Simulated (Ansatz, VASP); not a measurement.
## One calculation of P2CO3, two programs

File INCAR:

```
  PREC = Accurate
  ENCUT = 520
  EDIFF = 1E-7
  ISMEAR = 0
  SIGMA = 0.1
  LREAL = False
  LASPH = True
  NELM = 60
  ALGO = Normal
  ISIF = 2
  LWAVE = False
  LCHARG = False
  GGA = PE
  IVDW = 12
  NBANDS = 25
```

Contents of KPOINTS:

```
Automatic mesh
0
Gamma
  6 6 6
```

Contents of POSCAR:

```
P2CO3
1.0
    5.1855564000      0.0000000000      0.0000000000
   -2.5927782000      4.4908235700      0.0000000000
    0.0000000000      0.0000000000      3.0945241900
P C O
2 1 3
Direct
    0.3333333300      0.6666666700      0.0000000000
    0.6666666700      0.3333333300      0.0000000000
    0.0000000000      0.0000000000      0.0000000000
    0.5000000000      0.0000000000      0.5000000000
    0.5000000000      0.5000000000      0.5000000000
    0.0000000000      0.5000000000      0.5000000000
```

Input for Ansatz:

```yaml
crystal:
  lattice:
    - [5.1855564, 0.0, 0.0]
    - [-2.5927782, 4.49082357, 0.0]
    - [0.0, 0.0, 3.09452419]
  atoms:
    - { symbol: P, position: [0.33333333, 0.66666667, 0.0] }
    - { symbol: P, position: [0.66666667, 0.33333333, 0.0] }
    - { symbol: C, position: [0.0, 0.0, 0.0] }
    - { symbol: O, position: [0.5, 0.0, 0.5] }
    - { symbol: O, position: [0.5, 0.5, 0.5] }
    - { symbol: O, position: [0.0, 0.5, 0.5] }
basis:
  ecutwfc: 420
kpoints:
  mp_grid: { grid: [6, 6, 6] }
hamiltonian:
  xc: pbe
  dispersion: d3bj
scf:
  occupations: { method: gaussian, width: 0.1 }
  lower_state_search: "off"
output:
  forces: true
  stress: true
  eigenvalues: true
```

Change from the starting cell: species swapped into the GdCo3B2 type (P6/mmm, No. 191).

Alike in both runs: task single point; functional PBE; dispersion D3(BJ); k mesh 6 × 6 × 6; occupations gaussian, width 0.1 eV; no spin polarisation.

|  | VASP | Ansatz |
| --- | --- | --- |
| version | VASP 6.6.1 | Ansatz 0.2.0 |
| potentials or method | VASP PAW PBE potentials, release 64 (P, C, O), cutoff 520 eV | scalar-relativistic, plane waves, PAW |
| valence electrons in the cell | 32 | 32 |

|  | VASP | Ansatz | Ansatz less VASP |
| --- | --- | --- | --- |
| gap on the k mesh at the Fermi level (eV) | none | none | - |
| pressure (GPa) | -16.8 | -16.6 | +0.15 |
| traceless stress, the component that is largest in VASP (GPa) | -21.26 | -21.24 | +0.022 |

A gap of «none» marks a metal or a gap that the smearing closes.
